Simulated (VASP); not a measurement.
# Cs2Gd (Fm-3m) in VASP: notebook

Runs on Cs2Gd. Level: PBE. Tasks: single point.

Everything below comes from runs of VASP 6.6.1. Logs are shortened: lines on timing, memory, paths and dates and some standing lists are left out, and cuts for length are marked.

### Step 1. The cell of the first run

The structure is cubic, space group Fm-3m (No. 225). Conventional cell: a = 7.534 Å, b = 7.534 Å, c = 7.534 Å, α = 90.00°, β = 90.00°, γ = 90.00°. Cs (site symmetry -43m) has 4 Gd at 3.26 Å and 6 Cs at 3.77 Å within 4.3 Å. Gd (site symmetry m-3m) has 8 Cs at 3.26 Å within 4.3 Å.

The cell was generated, and may not be a known phase.

### Step 2. Single point, PBE, collinear spin, ferromagnetic start

INCAR

```
ALGO = Normal ; EDIFF = 1E-6
ENCUT = 520 ; GGA = PE
ISIF = 2 ; ISMEAR = 0
ISPIN = 2 ; LASPH = True
LCHARG = False ; LMAXMIX = 6
LORBIT = 11 ; LREAL = False
LWAVE = False ; MAGMOM = 0 0 7
NBANDS = 29 ; NELM = 150
PREC = Accurate ; SIGMA = 0.1
```

KPOINTS

```
k-points
0
Gamma
  4 4 4
```

POSCAR

```
Cs2Gd
1.0
    0.0000000000      3.7669450500      3.7669450500
    3.7669450500      0.0000000000      3.7669450500
    3.7669450500      3.7669450500      0.0000000000
Cs Gd
2 1
Direct
    0.2500000000      0.2500000000      0.2500000000
    0.7500000000      0.7500000000      0.7500000000
    0.0000000000      0.0000000000      0.0000000000
```

Potentials or basis: VASP PAW PBE potentials, release 64 (Cs_sv, Gd).

On the command line:

```console
$ cat potpaw_PBE.64/Cs_sv/POTCAR potpaw_PBE.64/Gd/POTCAR > POTCAR
$ mpirun -np 1 vasp_std > vasp.out
```

OUTCAR:

```text
EDIFF = 1E-6
   ENCUT = 520
   GGA = PE
   ISIF = 2
   ISMEAR = 0
   ISPIN = 2
   LASPH = True
   LORBIT = 11
   LREAL = False
   NELM = 150
   PREC = Accurate

 ion  position               nearest neighbor table
   1  0.250  0.250  0.250-   3 3.26   3 3.26   3 3.26   3 3.26
   2  0.750  0.750  0.750-   3 3.26   3 3.26   3 3.26   3 3.26
   3  0.000  0.000  0.000-   2 3.26   2 3.26   2 3.26   1 3.26   1 3.26   1 3.26   2 3.26   1 3.26

  LATTYP: Found a face centered cubic cell.
 ALAT       =     7.5338901000

  Lattice vectors:

 A1 = (   0.0000000000,   3.7669450500,   3.7669450500)
 A2 = (   3.7669450500,   0.0000000000,   3.7669450500)
 A3 = (   3.7669450500,   3.7669450500,   0.0000000000)

Analysis of symmetry for initial positions (statically):
=====================================================================
 Subroutine PRICEL returns:
 Original cell was already a primitive cell.

 Routine SETGRP: Setting up the symmetry group for a
 face centered cubic supercell.

 Subroutine GETGRP returns: Found 48 space group operations
 (whereof 48 operations were pure point group operations)
 out of a pool of 48 trial point group operations.

The static configuration has the point symmetry O_h .

Analysis of symmetry for dynamics (positions and initial velocities):
=====================================================================
 Subroutine PRICEL returns:
 Original cell was already a primitive cell.

 Routine SETGRP: Setting up the symmetry group for a
 face centered cubic supercell.

 Subroutine GETGRP returns: Found 48 space group operations
 (whereof 48 operations were pure point group operations)
 out of a pool of 48 trial point group operations.

The dynamic configuration has the point symmetry O_h .

Analysis of structural, dynamic, and magnetic symmetry:
=====================================================================
 Subroutine PRICEL returns:
 Original cell was already a primitive cell.

 Routine SETGRP: Setting up the symmetry group for a
 face centered cubic supercell.

 Subroutine GETGRP returns: Found 48 space group operations
 (whereof 48 operations were pure point group operations)
 out of a pool of 48 trial point group operations.

The overall configuration has the point symmetry O_h .

 Subroutine INISYM returns: Found 48 space group operations
 (whereof 48 operations are pure point group operations),
 and found     1 'primitive' translations

----------------------------------------------------------------------------------------

                                     Primitive cell

  volume of cell :     106.9050

  direct lattice vectors                    reciprocal lattice vectors
     0.000000000  3.766945050  3.766945050    -0.132733553  0.132733553  0.132733553
     3.766945050  0.000000000  3.766945050     0.132733553 -0.132733553  0.132733553
     3.766945050  3.766945050  0.000000000     0.132733553  0.132733553 -0.132733553

  length of vectors
     5.327264778  5.327264778  5.327264778     0.229901257  0.229901257  0.229901257

  position of ions in fractional coordinates (direct lattice)
     0.250000000  0.250000000  0.250000000
     0.750000000  0.750000000  0.750000000
     0.000000000  0.000000000  0.000000000

  ion indices of the primitive-cell ions
   primitive index   ion index
                 1           1
                 2           2
                 3           3

----------------------------------------------------------------------------------------

 KPOINTS: k-points

Automatic generation of k-mesh.
 Grid dimensions read from file:
 generate k-points for:    4    4    4

 Generating k-lattice:

  Cartesian coordinates                     Fractional coordinates (reciprocal lattice)
    -0.033183388  0.033183388  0.033183388     0.250000000  0.000000000  0.000000000
     0.033183388 -0.033183388  0.033183388     0.000000000  0.250000000  0.000000000
     0.033183388  0.033183388 -0.033183388     0.000000000  0.000000000  0.250000000

  Length of vectors
     0.057475314  0.057475314  0.057475314

  Shift w.r.t. Gamma in fractional coordinates (k-lattice)
     0.000000000  0.000000000  0.000000000

 Subroutine IBZKPT returns following result:
 ===========================================

 Found      8 irreducible k-points:

 Following reciprocal coordinates:
            Coordinates               Weight
  0.000000  0.000000  0.000000      1.000000
  0.250000  0.000000  0.000000      8.000000
  0.500000  0.000000  0.000000      4.000000
  0.250000  0.250000  0.000000      6.000000
  0.500000  0.250000  0.000000     24.000000
 -0.250000  0.250000  0.000000     12.000000
  0.500000  0.500000  0.000000      3.000000
 -0.250000  0.500000  0.250000      6.000000
   k-points           NKPTS =      8   k-points in BZ     NKDIM =      8   number of bands    NBANDS=     29
   number of dos      NEDOS =    301   number of ions     NIONS =      3
   total plane-waves  NPLWV =  64000
   dimension x,y,z NGX =    40 NGY =   40 NGZ =   40
   dimension x,y,z NGXF=    80 NGYF=   80 NGZF=   80
   ions per type =               2   1
   NGX,Y,Z   is equivalent  to a cutoff of  12.48, 12.48, 12.48 a.u.
   NGXF,Y,Z  is equivalent  to a cutoff of  24.97, 24.97, 24.97 a.u.
 SYSTEM =  unknown system
   PREC   = accura    normal or accurate (medium, high low for compatibility)
   ISTART =      0    job   : 0-new  1-cont  2-samecut
   ICHARG =      2    charge: 1-file 2-atom 10-const
   ISPIN  =      2    spin polarized calculation?
   LNONCOLLINEAR =      F non collinear calculations
   LSORBIT =      F    spin-orbit coupling
   LASPH  =      T    aspherical Exc in radial PAW
   ENCUT  =  520.0 eV  38.22 Ry    6.18 a.u.   9.91  9.91  9.91*2*pi/ulx,y,z
   NELM   =    150;   NELMIN=  2; NELMDL= -5     # of ELM steps
   EDIFF  = 0.1E-05   stopping-criterion for ELM
   LREAL  =      F    real-space projection
   EDIFFG = 0.1E-04   stopping-criterion for IOM
   NSW    =      0    number of steps for IOM
   IBRION =     -1    ionic relax: 0-MD 1-quasi-New 2-CG
   NFREE  =      0    steps in history (QN), initial steepest desc. (CG)
   ISIF   =      2    stress and relaxation
   ISYM   =      2    0-nonsym 1-usesym 2-fastsym
   POTIM  = 0.5000    time-step for ionic-motion
   TEBEG  =    0.0;   TEEND  =   0.0 temperature during run
   PSTRESS=    0.0 pullay stress
   NELECT =      36.0000    total number of electrons
   NUPDOWN=      -1.0000    fix difference up-down
   EMIN   =  10.00;   EMAX   =-10.00  energy-range for DOS
   EFERMI =   0.00;   METHOD = LEGACY
   ISMEAR =     0;   SIGMA  =   0.10  broadening in eV -4-tet -1-fermi 0-gaus
   EFERMI_NEDOS =   21; number of points for ismear=-14 and -15
   IALGO  =     38    algorithm
   IMIX   =      4    mixing-type and parameters
     AMIX     =   0.40;   BMIX     =  1.00
     AMIX_MAG =   1.60;   BMIX_MAG =  1.00
  volume/ion in A,a.u.               =      35.63       240.48
  Fermi-wavevector in a.u.,A,eV,Ry     =   1.138963  2.152328 17.649985  1.297237
  Thomas-Fermi vector in A             =   2.275667
   LORBIT       =     11    0 simple, 1 ext, 2 COOP (PROOUT), +10 PAW based schemes
   GGA     = PE    functional components
   LHFCALC =     F    Hartree Fock is set to
   AEXX    =    0.0000 exact exchange contribution
   IVDW    =     0    specifies the selected vdW correction
   LEPSILON=     F    determine dielectric tensor
   LRPA    =     F    only Hartree local field effects (RPA)
 spin polarized calculation
 Gauss-broadening in eV      SIGMA  =   0.10
  energy-cutoff  :      520.00
  volume of cell :      106.90
 maximum number of plane-waves:      2891
   NGX = 19   NGY = 19   NGZ = 19

 number of electron      36.0000007 magnetization       9.4800719

 Free energy of the ion-electron system (eV)
  ---------------------------------------------------
  ext. energy  EPLUGINS =         0.00000000
  ---------------------------------------------------
  free energy    TOTEN  =        -8.18151012 eV

  energy without entropy =       -8.16637534  energy(sigma->0) =       -8.17394273

 E-fermi :   4.2118     XC(G=0):  -9.4083

 val. band max:        4.1894296558   @ k =   0.5000   0.0000   0.0000
 cond. band min:       4.2767950899   @ k =   0.5000   0.0000   0.0000
 fundamental gap:      0.0873654341
 Fermi energy:         4.2118222757

 spin component 1

 k-point     1 :       0.0000    0.0000    0.0000
  band No.  band energies     occupation
      1     -41.4526      1.00000
      2     -19.4971      1.00000
      3     -19.1004      1.00000
      4     -19.1004      1.00000
      5     -19.1004      1.00000
      6     -18.9339      1.00000
[... 21 lines left out ...]
     28       5.9675      0.00000
     29       9.0151      0.00000

 k-point     2 :       0.2500    0.0000    0.0000
  band No.  band energies     occupation
      1     -41.4524      1.00000
      2     -19.6438      1.00000
      3     -19.1036      1.00000
      4     -19.1036      1.00000
      5     -19.0866      1.00000
      6     -18.7873      1.00000
[... 21 lines left out ...]
     28       6.1675      0.00000
     29       8.7873      0.00000

 k-point     3 :       0.5000    0.0000    0.0000
  band No.  band energies     occupation
      1     -41.4521      1.00000
      2     -19.6948      1.00000
      3     -19.2236      1.00000
      4     -19.1069      1.00000
      5     -19.1069      1.00000
      6     -18.5812      1.00000
[... 125 lines left out ...]
      4     -19.1154      1.00000
      5     -19.1154      1.00000
      6     -18.5318      1.00000
[... 21 lines left out ...]
     28       8.0541      0.00000
     29       8.1214      0.00000

 k-point     8 :      -0.2500    0.5000    0.2500
  band No.  band energies     occupation
      1     -41.4520      1.00000
      2     -19.5991      1.00000
      3     -19.5991      1.00000
      4     -19.1155      1.00000
      5     -18.6913      1.00000
      6     -18.6913      1.00000
[... 21 lines left out ...]
     28       7.3157      0.00000
     29       7.3268      0.00000
 Fermi energy:         4.2118222757

 spin component 2

 k-point     1 :       0.0000    0.0000    0.0000
  band No.  band energies     occupation
      1     -38.0081      1.00000
      2     -19.3783      1.00000
      3     -18.8501      1.00000
      4     -16.4233      1.00000
      5     -16.4233      1.00000
      6     -16.4233      1.00000
[... 21 lines left out ...]
     28       7.4878      0.00000
     29       9.5682      0.00000

 k-point     2 :       0.2500    0.0000    0.0000
  band No.  band energies     occupation
      1     -38.0077      1.00000
      2     -19.3411      1.00000
      3     -18.9391      1.00000
      4     -16.4288      1.00000
      5     -16.4288      1.00000
      6     -16.3575      1.00000
[... 21 lines left out ...]
     28       7.4781      0.00000
     29       9.8861      0.00000

 k-point     3 :       0.5000    0.0000    0.0000
  band No.  band energies     occupation
      1     -38.0073      1.00000
      2     -19.2156      1.00000
      3     -19.1222      1.00000
      4     -16.4342      1.00000
      5     -16.4342      1.00000
      6     -16.2803      1.00000
[... 126 lines left out ...]
      5     -16.4485      1.00000
      6     -16.2271      1.00000
[... 21 lines left out ...]
     28       8.5990      0.00000
     29       8.5990      0.00000

 k-point     8 :      -0.2500    0.5000    0.2500
  band No.  band energies     occupation
      1     -38.0070      1.00000
      2     -19.1826      1.00000
      3     -19.1826      1.00000
      4     -16.4487      1.00000
      5     -16.3299      1.00000
      6     -16.3299      1.00000
[... 21 lines left out ...]
     28       8.0566      0.00000
     29       8.0569      0.00000

------------------------ aborting loop because EDIFF is reached ----------------------------------------

  FORCE on cell =-STRESS in cart. coord.  units (eV):
  Direction    XX          YY          ZZ          XY          YZ          ZX
  --------------------------------------------------------------------------------------
  -------------------------------------------------------------------------------------
  Total        5.9817901      5.9817901      5.9817901     -0.0000000     -0.0000000      0.0000000
  in kB       89.6486807     89.6486807     89.6486807     -0.0000000     -0.0000000      0.0000000
  external PRESSURE =      89.6486807 kB  Pullay stress =       0.0000000 kB

 VOLUME and BASIS-vectors are now :
 -----------------------------------------------------------------------------
  energy-cutoff  :      520.00
  volume of cell :      106.90
      direct lattice vectors                 reciprocal lattice vectors
     0.000000000  3.766945050  3.766945050    -0.132733553  0.132733553  0.132733553
     3.766945050  0.000000000  3.766945050     0.132733553 -0.132733553  0.132733553
     3.766945050  3.766945050  0.000000000     0.132733553  0.132733553 -0.132733553

 POSITION                                       TOTAL-FORCE (eV/Angst)
 -----------------------------------------------------------------------------------
      1.88347      1.88347      1.88347        -0.000000      0.000000     -0.000000
      5.65042      5.65042      5.65042        -0.000000     -0.000000      0.000000
      0.00000      0.00000      0.00000         0.000000     -0.000000      0.000000
 -----------------------------------------------------------------------------------
    total drift:                               -0.000000      0.000000      0.000000

  FREE ENERGIE OF THE ION-ELECTRON SYSTEM (eV)
  ---------------------------------------------------
  free  energy   TOTEN  =        -8.1815101218 eV

  energy  without entropy=       -8.1663753413  energy(sigma->0) =       -8.17394273

 total charge

# of ion       s       p       d       f       tot
--------------------------------------------------
    1        1.855   4.541   0.231   0.000   6.627
    2        1.855   4.541   0.231   0.000   6.627
    3        2.062   5.511   0.838   7.043  15.454
--------------------------------------------------
tot          5.772  14.593   1.300   7.043  28.707

 magnetization (x)

# of ion       s       p       d       f       tot
--------------------------------------------------
    1        0.025  -0.008   0.106   0.000   0.122
    2        0.025  -0.008   0.106   0.000   0.122
    3        0.051  -0.076   0.644   6.726   7.345
--------------------------------------------------
tot          0.100  -0.092   0.855   6.726   7.589
```

It took 3.1 min on 1 thread of Intel Xeon Platinum 8259CL at 2.50GHz (Skylake/Cascade Lake), shared host; peak memory 0.31 GiB.

Results:

```yaml
Free_energy: -8.1815 eV
Pressure: 9.0 GPa
Net_moment: 9.48 μB per cell
Site_moments: Cs +0.12; Gd +7.34 μB
Valence_electrons_inside_the_program's_atomic_spheres: Cs 6.63; Gd 15.45
```

Levels at points of the mesh, in eV from the Fermi level:
Spin up:
```csv
k point,band 19,band 20,band 21,band 22,band 23,band 24,band 25,band 26
"(0.00, 0.00, 0.00)",-4.99,-2.49,-1.55,-1.55,0.38,0.38,0.38,1.76
"(0.50, 0.00, 0.00)",-5.00,-0.70,-0.70,-0.17,0.06,0.43,0.95,0.95
"(0.50, 0.50, 0.00)",-5.01,-2.16,-0.64,0.28,0.31,0.32,0.32,1.31
```
Spin down:
```csv
k point,band 9,band 10,band 11,band 12,band 13,band 14,band 15,band 16,band 17,band 18
"(0.00, 0.00, 0.00)",-10.92,-9.59,-9.59,-9.59,-1.51,-0.36,-0.36,0.31,0.33,0.33
"(0.50, 0.00, 0.00)",-10.43,-10.32,-10.18,-10.18,-0.02,0.26,0.26,0.33,0.34,0.38
"(0.50, 0.50, 0.00)",-10.85,-9.57,-9.57,-9.34,-1.15,0.07,0.28,0.28,0.31,0.35
```

Caveat: the k points lie up to 0.36 Å⁻¹ apart; spin-orbit coupling is left out, which moves the levels of the heavy elements; semilocal functionals describe open f shells poorly, which spoils levels, moments and volumes. The state reached can hang on the start; a lower one may exist.

(Continued in part 2 of 2.)
